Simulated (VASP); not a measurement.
# Al9H in VASP: notebook

Al9H is run at these levels: PBE; tasks: single point.

All numbers are computed with VASP 6.6.1; they aren't measurements. Logs are shortened: lines on timing, memory, paths and dates and some standing lists are left out, and cuts for length are marked.

## Step 1: The cell of the first run

The cell holds a slab with vacuum, 10 atoms: a = 2.854 Å, b = 2.854 Å, c = 34.261 Å, α = 90.00°, β = 90.00°, γ = 120.00°.

## Step 2: Single point, PBE

The input, INCAR:

```
ALGO = Normal
DIPOL = 0.5 0.5 0.422
EDIFF = 1E-7
ENCUT = 520
GGA = PE
IDIPOL = 3
ISIF = 2
ISMEAR = 0
LASPH = True
LCHARG = True
LDIPOL = True
LELF = True
LREAL = False
LVACPOTAV = True
LVHAR = True
LWAVE = False
NBANDS = 25
NELM = 60
PREC = Accurate
SIGMA = 0.1
```

The input, KPOINTS:

```
k-points
0
Gamma
  9 9 1
```

The input, POSCAR:

```
Al9H
1.0
    2.8535431556      0.0000000000      0.0000000000
   -1.4267715778      2.4712408635      0.0000000000
    0.0000000000      0.0000000000     34.2605580981
Al H
9 1
Direct
    0.3333333333      0.6666666667      0.1167523304
    0.0000000000      0.0000000000      0.1852090274
    0.6666666667      0.3333333333      0.2536657244
    0.0000000000      0.0000000000      0.3221224214
    0.3333333333      0.6666666667      0.3899858430
    0.0000000000      0.0000000000      0.4578168584
    0.6666666667      0.3333333333      0.5268325047
    0.0000000000      0.0000000000      0.5950901730
    0.3333333333      0.6666666667      0.6612764169
    0.3333333333      0.6666666667      0.7080851073
```

Potentials or basis: VASP PAW PBE potentials, release 64 (Al, H).

Run with:

```
> cat potpaw_PBE.64/Al/POTCAR potpaw_PBE.64/H/POTCAR > POTCAR
> mpirun -np 1 vasp_std > vasp.out
```

OUTCAR:

```text
EDIFF = 1E-7
   ENCUT = 520
   GGA = PE
   ISIF = 2
   ISMEAR = 0
   LASPH = True
   LREAL = False
   NELM = 60
   PREC = Accurate

 ion  position               nearest neighbor table
   1  0.333  0.667  0.117-   2 2.87   2 2.87   2 2.87
   2  0.000  0.000  0.185-   1 2.87   3 2.87   1 2.87   3 2.87   3 2.87   1 2.87
   3  0.667  0.333  0.254-   2 2.87   4 2.87   2 2.87   4 2.87   2 2.87   4 2.87
   4  0.000  0.000  0.322-   5 2.85   5 2.85   5 2.85   3 2.87   3 2.87   3 2.87
   5  0.333  0.667  0.390-   6 2.85   6 2.85   6 2.85   4 2.85   4 2.85   4 2.85
   6  0.000  0.000  0.458-   5 2.85   5 2.85   5 2.85   7 2.88   7 2.88   7 2.88
   7  0.667  0.333  0.527-   8 2.86   8 2.86   8 2.86   6 2.88   6 2.88   6 2.88
   8  0.000  0.000  0.595-   9 2.80   9 2.80   9 2.80   7 2.86   7 2.86   7 2.86
   9  0.333  0.667  0.661-  10 1.60   8 2.80   8 2.80   8 2.80
  10  0.333  0.667  0.708-   9 1.60

  LATTYP: Found a hexagonal cell.
 ALAT       =     2.8535431556
 C/A-ratio  =    12.0063220459

  Lattice vectors:

 A1 = (   2.8535431556,   0.0000000000,   0.0000000000)
 A2 = (  -1.4267715778,   2.4712408635,   0.0000000000)
 A3 = (   0.0000000000,   0.0000000000,  34.2605580981)

Analysis of symmetry for initial positions (statically):
=====================================================================
 Subroutine PRICEL returns:
 Original cell was already a primitive cell.

 Routine SETGRP: Setting up the symmetry group for a
 hexagonal supercell.

 Subroutine GETGRP returns: Found  6 space group operations
 (whereof  6 operations were pure point group operations)
 out of a pool of 24 trial point group operations.

The static configuration has the point symmetry C_3v.

Analysis of symmetry for dynamics (positions and initial velocities):
=====================================================================
 Subroutine PRICEL returns:
 Original cell was already a primitive cell.

 Routine SETGRP: Setting up the symmetry group for a
 hexagonal supercell.

 Subroutine GETGRP returns: Found  6 space group operations
 (whereof  6 operations were pure point group operations)
 out of a pool of 24 trial point group operations.

The dynamic configuration has the point symmetry C_3v.

 Subroutine INISYM returns: Found  6 space group operations
 (whereof  6 operations are pure point group operations),
 and found     1 'primitive' translations

----------------------------------------------------------------------------------------

                                     Primitive cell
[... 110 lines left out ...]
   EFERMI_NEDOS =   21; number of points for ismear=-14 and -15
   IALGO  =     38    algorithm
   IMIX   =      4    mixing-type and parameters
     AMIX     =   0.40;   BMIX     =  1.00
     AMIX_MAG =   1.60;   BMIX_MAG =  1.00
  volume/ion in A,a.u.               =      24.16       163.04
  Fermi-wavevector in a.u.,A,eV,Ry     =   0.798171  1.508325  8.667968  0.637078
  Thomas-Fermi vector in A             =   1.905031
   LORBIT       =      0    0 simple, 1 ext, 2 COOP (PROOUT), +10 PAW based schemes
   GGA     = PE    functional components
   LHFCALC =     F    Hartree Fock is set to
   AEXX    =    0.0000 exact exchange contribution
   IVDW    =     0    specifies the selected vdW correction
   LEPSILON=     F    determine dielectric tensor
   LRPA    =     F    only Hartree local field effects (RPA)
 non-spin polarized calculation
 Gauss-broadening in eV      SIGMA  =   0.10
  energy-cutoff  :      520.00
  volume of cell :      241.60
 maximum number of plane-waves:      6547
 NGX is ok and might be reduce to    24
   NGX = 11   NGY = 11   NGZ =127

 dipolmoment           0.000000      0.000000     -0.000481 electrons x Angstroem

 number of electron      28.0000001 magnetization

 dipolmoment           0.000000      0.000000      0.067754 electrons x Angstroem

 Free energy of the ion-electron system (eV)
  ---------------------------------------------------
  ext. energy  EPLUGINS =         0.00000000
  ---------------------------------------------------
  free energy    TOTEN  =       -35.83478357 eV

  energy without entropy =      -35.80440603  energy(sigma->0) =      -35.81959480

 E-fermi :   3.0894     XC(G=0):  -6.9128

 val. band max:        3.0857981318   @ k =   0.4444  -0.0000   0.0000
 cond. band min:       3.1280711007   @ k =   0.3333   0.2222   0.0000
 fundamental gap:      0.0422729690
 Fermi energy:         3.0893822895

 k-point     1 :       0.0000    0.0000    0.0000
  band No.  band energies     occupation
      1      -8.0221      2.00000
      2      -7.7892      2.00000
      3      -7.4488      2.00000
      4      -6.9072      2.00000
      5      -6.2283      2.00000
      6      -5.4445      2.00000
[... 325 lines left out ...]
     24       4.7111      0.00000
     25       5.0631      0.00000

------------------------ aborting loop because EDIFF is reached ----------------------------------------

  FORCE on cell =-STRESS in cart. coord.  units (eV):
  Direction    XX          YY          ZZ          XY          YZ          ZX
  --------------------------------------------------------------------------------------
  -------------------------------------------------------------------------------------
  Total        0.3010620      0.3010620      0.0178787     -0.0000000     -0.0000000      0.0000000
  in kB        1.9965150      1.9965150      0.1185640     -0.0000000     -0.0000000      0.0000000
  external PRESSURE =       1.3705313 kB  Pullay stress =       0.0000000 kB

 VOLUME and BASIS-vectors are now :
 -----------------------------------------------------------------------------
  energy-cutoff  :      520.00
  volume of cell :      241.60
      direct lattice vectors                 reciprocal lattice vectors
     2.853543156  0.000000000  0.000000000     0.350441520  0.202327506  0.000000000
    -1.426771578  2.471240863  0.000000000     0.000000000  0.404655011  0.000000000
     0.000000000  0.000000000 34.260558098     0.000000000  0.000000000  0.029188083

 POSITION                                       TOTAL-FORCE (eV/Angst)
 -----------------------------------------------------------------------------------
     -0.00000      1.64749      4.00000        -0.000000     -0.000000     -0.022859
      0.00000      0.00000      6.34536         0.000000      0.000000      0.029297
      1.42677      0.82375      8.69073         0.000000      0.000000     -0.012518
      0.00000      0.00000     11.03609         0.000000      0.000000     -0.068371
     -0.00000      1.64749     13.36113         0.000000     -0.000000      0.098939
      0.00000      0.00000     15.68506         0.000000     -0.000000      0.040870
      1.42677      0.82375     18.04958        -0.000000      0.000000     -0.071836
      0.00000      0.00000     20.38812         0.000000     -0.000000      0.008785
     -0.00000      1.64749     22.65570        -0.000000      0.000000     -0.005461
     -0.00000      1.64749     24.25939         0.000000      0.000000      0.003154
 -----------------------------------------------------------------------------------
    total drift:                                0.000000      0.000000      0.000219

  FREE ENERGIE OF THE ION-ELECTRON SYSTEM (eV)
  ---------------------------------------------------
  free  energy   TOTEN  =       -35.8347835728 eV

  energy  without entropy=      -35.8044060348  energy(sigma->0) =      -35.81959480

 vacuum level on the upper side and lower side of the slab         8.811         7.072
```

OSZICAR:

```text
N       E                     dE             d eps       ncg     rms          rms(c)
DAV:   1     0.564386688515E+02    0.56439E+02   -0.93714E+03   600   0.852E+02
DAV:   2    -0.316023195276E+02   -0.88041E+02   -0.82204E+02   775   0.135E+02
DAV:   3    -0.364492800738E+02   -0.48470E+01   -0.46584E+01   840   0.285E+01
[... 31 lines left out ...]
DAV:  35    -0.358347827277E+02   -0.37979E-06   -0.33634E-08   461   0.759E-04    0.101E-03
DAV:  36    -0.358347830036E+02   -0.27589E-06   -0.12881E-07   565   0.118E-03    0.412E-04
DAV:  37    -0.358347832908E+02   -0.28721E-06   -0.14370E-08   418   0.508E-04    0.265E-04
DAV:  38    -0.358347835125E+02   -0.22171E-06   -0.61824E-08   492   0.805E-04    0.120E-04
DAV:  39    -0.358347835728E+02   -0.60306E-07   -0.80343E-09   434   0.363E-04
   1 F= -.35834784E+02 E0= -.35819595E+02  d E =-.303775E-01
```

stdout:

```text
POSCAR found type information on POSCAR AlH
 POSCAR found :  2 types and      10 ions
 scaLAPACK will be used
 LDA part: xc-table for (Slater+PW92), standard interpolation
 POSCAR, INCAR and KPOINTS ok, starting setup
 FFT: planning ... GRIDC
 FFT: planning ... GRID_SOFT
 FFT: planning ... GRID
 WAVECAR not read
 entering main loop
 -----------------------------------------------------------------------------
|                                                                             |
|           W    W    AA    RRRRR   N    N  II  N    N   GGGG   !!!           |
|           W    W   A  A   R    R  NN   N  II  NN   N  G    G  !!!           |
|           W    W  A    A  R    R  N N  N  II  N N  N  G       !!!           |
|           W WW W  AAAAAA  RRRRR   N  N N  II  N  N N  G  GGG   !            |
|           WW  WW  A    A  R   R   N   NN  II  N   NN  G    G                |
|           W    W  A    A  R    R  N    N  II  N    N   GGGG   !!!           |
|                                                                             |
|     Did not find any points to average over, which means that no vacuum     |
|     field-free region was found. Please increase the size of  your cell     |
|     in the dimension of the dipole correction to obtain accurate            |
|     workfunction values.                                                    |
|                                                                             |
 -----------------------------------------------------------------------------
```

Run time: 2.5 min. Hardware: 1 thread of Intel Xeon 6975P-C (Granite Rapids), shared host; peak memory 0.36 GiB.

Results:

```yaml
Free_energy: -35.8348 eV
Largest_force: 0.099 eV/Å
Band_gap_on_the_k_mesh: zero (bands 14 and 15 overlap by 3.44 eV)
```

Forces on the atoms (eV/Å):
```
Al   0.000  0.000 -0.023
Al   0.000  0.000  0.029
Al   0.000  0.000 -0.013
Al   0.000  0.000 -0.068
Al   0.000  0.000  0.099
Al   0.000  0.000  0.041
Al   0.000  0.000 -0.072
Al   0.000  0.000  0.009
Al   0.000  0.000 -0.005
H    0.000  0.000  0.003
```

## Step 3: Single point, PBE

The input, INCAR:

```
ALGO     = Normal         # electronic algorithm
DIPOL    = 0.5 0.5 0.415
EDIFF    = 1E-7           # SCF threshold, eV
ENCUT    = 520            # plane-wave cutoff, eV
GGA      = PE             # functional
IDIPOL   = 3            
ISIF     = 2              # what is computed and relaxed
ISMEAR   = 0              # smearing method
LASPH    = True           # aspherical terms in the spheres
LCHARG   = True           # write CHGCAR
LDIPOL   = True         
LELF     = True           # ELF
LREAL    = False          # projectors in reciprocal space
LVACPOTAV= True         
LVHAR    = True         
LWAVE    = False          # write WAVECAR
NBANDS   = 25             # bands
NELM     = 100            # most SCF steps
PREC     = Accurate       # precision mode
SIGMA    = 0.1            # smearing width, eV
```

KPOINTS is that of step 2.

POSCAR, as its differences from that of step 2:

```diff
@@ -16,3 +16,3 @@
     0.0000000000      0.0000000000      0.5950901730
-    0.3333333333      0.6666666667      0.6612764169
-    0.3333333333      0.6666666667      0.7080851073
+    0.3333333333      0.6666666667      0.6726755953
+    0.6666666667      1.3333333333      0.6335792489
```

Potentials or basis: VASP PAW PBE potentials, release 64 (Al, H).

Run with:

```
> cat potpaw_PBE.64/Al/POTCAR potpaw_PBE.64/H/POTCAR > POTCAR
> mpirun -np 1 vasp_std > vasp.out
```

Run time: 1.7 min. Hardware: 1 thread of Intel Xeon 6975P-C (Granite Rapids), shared host; peak memory 0.36 GiB.

The run converged. Its results:

| Quantity | Value |
| --- | --- |
| Free energy | -35.5477 eV |
| Largest force | 0.096 eV/Å |
| Band gap on the k mesh | zero (bands 14 and 15 overlap by 3.59 eV) |

Forces on the atoms (eV/Å):
```
Al   0.000  0.000  0.008
Al   0.000  0.000  0.048
Al   0.000  0.000 -0.013
Al   0.000  0.000 -0.035
Al   0.000  0.000  0.096
Al   0.000  0.000 -0.081
Al   0.000  0.000 -0.072
Al   0.000  0.000  0.047
Al   0.000  0.000 -0.001
H    0.000  0.000  0.003
```

Levels at points of the mesh, in eV from the Fermi level:
```csv
k point,band 10,band 11,band 12,band 13,band 14,band 15,band 16,band 17
"(0.00, 0.00, 0.00)",-4.50,-3.08,-1.59,-0.04,1.40,2.62,3.56,3.86
```

## Step 4: Single point, PBE

The input, INCAR:

```
SYSTEM = Al9H
ALGO     = Normal         ! electronic algorithm
DIPOL    = 0.5 0.5 0.418
EDIFF    = 1E-6           ! SCF threshold, eV
ENCUT    = 520            ! plane-wave cutoff, eV
GGA      = PE             ! functional
IDIPOL   = 3            
ISIF     = 2              ! what is computed and relaxed
ISMEAR   = 0              ! smearing method
LASPH    = .TRUE.         ! aspherical terms in the spheres
LCHARG   = .FALSE.        ! write CHGCAR
LDIPOL   = .TRUE.       
LREAL    = .FALSE.        ! projectors in reciprocal space
LWAVE    = .FALSE.        ! write WAVECAR
NBANDS   = 25             ! bands
NELM     = 60             ! most SCF steps
PREC     = Accurate       ! precision mode
SIGMA    = 0.1            ! smearing width, eV
```

The input, KPOINTS:

```
k-points
0
G
  9 9 1
  0 0 0
```

POSCAR, as its differences from that of step 3:

```diff
@@ -16,3 +16,3 @@
     0.0000000000      0.0000000000      0.5950901730
-    0.3333333333      0.6666666667      0.6726755953
-    0.6666666667      1.3333333333      0.6335792489
+    0.3333333333      0.6666666667      0.6839158081
+    1.0000000000      1.0000000000      0.6498347063
```

Run with:

```
> cat potpaw_PBE.64/Al/POTCAR potpaw_PBE.64/H/POTCAR > POTCAR
> mpirun -np 1 vasp_std > vasp.out
```

Wall time 99 s (1 thread of Intel Xeon 6975P-C (Granite Rapids), shared host); peak memory 0.37 GiB.

The run converged. Its results:

```
Free energy            : -35.6238 eV
Largest force          : 0.179 eV/Å
Band gap on the k mesh : zero (bands 14 and 15 overlap by 3.36 eV)
```

Forces on the atoms (eV/Å):
```
Al   0.000  0.000 -0.070
Al   0.000  0.000  0.020
Al   0.000  0.000 -0.032
Al   0.000  0.000 -0.085
Al   0.000  0.000  0.134
Al   0.000  0.000  0.066
Al   0.000  0.000 -0.179
Al   0.000  0.000  0.131
Al   0.000  0.000  0.006
H    0.000  0.000  0.010
```

Levels at points of the mesh, in eV from the Fermi level:
```
           k point  band 9  band 10  band 11  band 12  band 13  band 14  band 15  band 16  band 17  band 18
(0.00, 0.00, 0.00)   -5.54    -4.50    -3.28    -1.85    -0.29     1.28     2.55     3.47     3.92     5.00
```

## Step 5: The runs side by side

| cell | gap on the mesh (eV) | largest force (eV/Å) |
| --- | --- | --- |
| as given, atomic positions A | none | 0.10 |
| as given, atomic positions B | none | 0.10 |
| as given, atomic positions C | none | 0.18 |

Alike in all rows: task single point; level PBE; potentials or basis VASP PAW PBE potentials, release 64 (Al, H); no spin polarisation; k mesh 9 × 9 × 1; cutoff (eV) 520; smearing gaussian 0.1 eV.

Absolute energies hang on the potentials; compare differences alone.
